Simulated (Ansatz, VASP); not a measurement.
# One calculation of C, two programs

```
C
1.0
     2.46653    0.00000    0.00000
    -1.23327    2.13608    0.00000
     0.00000    0.00000    8.68310
C
4
Direct
  0.00000 0.00000 0.00250
  0.00000 0.00000 0.50250
  0.33333 0.66667 0.00250
  0.66667 0.33333 0.50250
```

Change from the starting cell: strain +0.0200 x Voigt [0, 0, 1, 0, 0, 0], atoms carried along.

Alike in both runs: task single point; functional PBE; k mesh 24 × 24 × 6; occupations gaussian, width 0.15 eV; no spin polarisation.

|  | VASP | Ansatz |
| --- | --- | --- |
| version | VASP 6.6.1 | Ansatz 0.2.0 |
| potentials or method | VASP PAW PBE potentials, release 64 (C), cutoff 520 eV | scalar-relativistic, plane waves, PAW |
| valence electrons in the cell | 16 | 16 |

Ansatz gave:

- gap on the k mesh at the Fermi level (eV): none
- pressure (GPa): 0.0
- traceless stress, the component that is largest in VASP (GPa): 0.02

**Question.** Which values does VASP return?

**Answer.** gap on the k mesh at the Fermi level (eV): none; pressure (GPa): 0.3; traceless stress, the component that is largest in VASP (GPa): -0.39.

A gap of «none» marks a metal or a gap that the smearing closes. With one functional, cell and mesh, what is left measures potentials, basis and numerics.
